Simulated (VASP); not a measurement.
Set up this calculation in VASP 6.6.1, as the native input.

| Quantity | Value |
| --- | --- |
| Task | single point |
| Functional | r2SCAN |
| Potentials or basis | VASP PAW PBE potentials, release 64 (Mo_sv, S) |
| Cutoff | 520 eV |
| k mesh | 12 × 12 × 6 |
| Occupations | gaussian, width 0.1 eV |
| Spin | collinear spin |
| Starting moments | [2.0, 2.0, 0.0, 0.0] μB |
| Hubbard terms | Mo d U = 4.38 eV |
| Dipole correction | no |
| Further INCAR settings | ALGO = Normal; EDIFF = 1e-07; NBANDS = 32 |

Crystal: MoS.

```
Mo S
1.0
     3.81187    0.00000    0.00000
    -1.90593    3.30118    0.00000
     0.00000    0.00000    6.64291
Mo S
2 2
Direct
  0.00000 0.00000 0.00000
  0.00000 0.00000 0.50000
  0.33333 0.66667 0.25000
  0.66667 0.33333 0.75000
```

The input as run:

POSCAR

```
MoS
1.0
    3.8118696859      0.0000000000      0.0000000000
   -1.9059348429      3.3011759839      0.0000000000
    0.0000000000      0.0000000000      6.6429060378
Mo S
2 2
Direct
    0.0000000000      0.0000000000      0.0000000000
    0.0000000000      0.0000000000      0.5000000000
    0.3333333333      0.6666666667      0.2500000000
    0.6666666667      0.3333333333      0.7500000000
```

INCAR.step1

```
SYSTEM = MoS
PREC = Accurate
ENCUT = 520
ISMEAR = 0
SIGMA = 0.1
LREAL = .False.
LASPH = .True.
NELM = 150
ISPIN = 2
MAGMOM = 2 2 0 0
LMAXMIX = 4
LDAU = .True.
LDAUTYPE = 2
LDAUL = 2 -1
LDAUU = 4.38 0
LDAUJ = 0 0
NBANDS = 32
GGA = PE
ALGO = Normal
EDIFF = 1E-4
LWAVE = .True.
LCHARG = .False.
```

INCAR.step2

```
SYSTEM = MoS
PREC = Accurate
ENCUT = 520
EDIFF = 1E-7
ISMEAR = 0
SIGMA = 0.1
LREAL = .False.
LASPH = .True.
NELM = 150
ALGO = Normal
ISIF = 2
LWAVE = .False.
LCHARG = .False.
ISPIN = 2
MAGMOM = 2 2 0 0
LORBIT = 11
LMAXMIX = 4
LDAU = .True.
LDAUTYPE = 2
LDAUL = 2 -1
LDAUU = 4.38 0
LDAUJ = 0 0
LDAUPRINT = 1
METAGGA = R2SCAN
LMIXTAU = .True.
NBANDS = 32
ISTART = 1
```

KPOINTS

```
Automatic mesh
0
Gamma
  12 12 6
  0 0 0
```

Potentials or basis: VASP PAW PBE potentials, release 64 (Mo_sv, S).

Run with:

```bash
$ cat potpaw_PBE.64/Mo_sv/POTCAR potpaw_PBE.64/S/POTCAR > POTCAR
$ cp INCAR.step1 INCAR
$ mpirun -np 1 vasp_std > vasp.out
$ cp INCAR.step2 INCAR
$ mpirun -np 1 vasp_std > vasp.out
```

Results of the run:

```yaml
Pressure: -1.2 GPa
Band_gap_on_the_k_mesh: zero (filled and empty bands overlap)
Net_moment: 8.00 μB per cell
Site_moments: Mo +3.65; S -0.11 μB
Valence_electrons_inside_the_program's_atomic_spheres: Mo 12.14; S 3.72
```

Caveat: the PAW data sets were made with another functional, which shifts forces and pressure a little.

It took 23 min on 1 thread of Oxide Virtual Turin-like Processor, with other jobs on the host, peak memory 0.4 GiB.
